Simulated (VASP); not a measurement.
Runs of VASP 6.6.1 on Co. Symmetry: P-3m1, No. 164, trigonal system. Conventional cell: a = 2.487 Å, b = 2.487 Å, c = 4.063 Å, α = 90.00°, β = 90.00°, γ = 120.00°. Co (site symmetry 3m) has 12 Co at 2.42 to 2.55 Å within 3.2 Å. 

```csv
smearing,gap on the mesh (eV),pressure (GPa),moment (μB),largest force (eV/Å)
fermi-dirac 0.15 eV,none,-18.7,2.98,0.45
fermi-dirac 0.025 eV,none,-19.1,3.04,0.43
fermi-dirac 0.1 eV,none,-18.7,3.06,0.43
fermi-dirac 0.05 eV,none,(b),3.05,0.42
fermi-dirac 0.25 eV,none,-19.4,(a),0.48
```

Alike in all rows: task single point; level LDA; potentials or basis VASP PAW LDA potentials, release 64 (Co); spin collinear, ferromagnetic start; cell as given; k mesh 14 × 14 × 8; cutoff (eV) 520.

Estimate the missing entries.

(a) 2.49; (b) -19.0.

Caveats: the cell stands under tension.

A gap of «none» marks levels without a gap at the run's occupations.
